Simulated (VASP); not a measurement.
Wanted: the native input for a VASP 6.6.1 run.

```yaml
Task: single point
Functional: LDA
Potentials_or_basis: VASP PAW LDA potentials, release 64 (Ga_d, P)
Cutoff: 520 eV
k_mesh: 10 × 10 × 10
Occupations: gaussian, width 0.05 eV
Spin: no spin polarisation
Dipole_correction: no
Further_INCAR_settings: ALGO = Normal; EDIFF = 1e-07; NBANDS = 16
```

The structure of GaP lies in POSCAR:

```
GaP
1.0
    0.0000000000      2.5645584377      3.0774701252
    2.5645584377      0.0000000000      3.0774701252
    2.5645584377      2.5645584377      0.0000000000
Ga P
1 1
Direct
    0.0000000000      0.0000000000      0.0000000000
    0.7500000000      0.7500000000      0.7500000000
```

This cell differs from its parent crystal: ratio of the length along z to the lengths across it x 1.2, volume and fractional coordinates fixed.

The input as run:

INCAR

```
SYSTEM = GaP
PREC = Accurate
ENCUT = 520
EDIFF = 1E-7
ISMEAR = 0
SIGMA = 0.05
LREAL = .FALSE.
LASPH = .TRUE.
NELM = 60
ALGO = Normal
ISIF = 2
LWAVE = .FALSE.
LCHARG = .TRUE.
LELF = .TRUE.
LVHAR = .TRUE.
NBANDS = 16
```

KPOINTS

```
regular mesh
0
G
  10 10 10
  0 0 0
```

Potentials or basis: VASP PAW LDA potentials, release 64 (Ga_d, P).

Launch:

```console
$ cat potpaw_LDA.64/Ga_d/POTCAR potpaw_LDA.64/P/POTCAR > POTCAR
$ mpirun -np 1 vasp_std > vasp.out
```

Results of the run:

* Pressure: -3.0 GPa
* Band gap on the k mesh: 0.40 eV, indirect (least direct gap 0.82 eV)

It took 27 s on 1 thread of Intel(R) Xeon(R) 6975P-C (Granite Rapids) (shared host), peak memory 0.19 GiB.
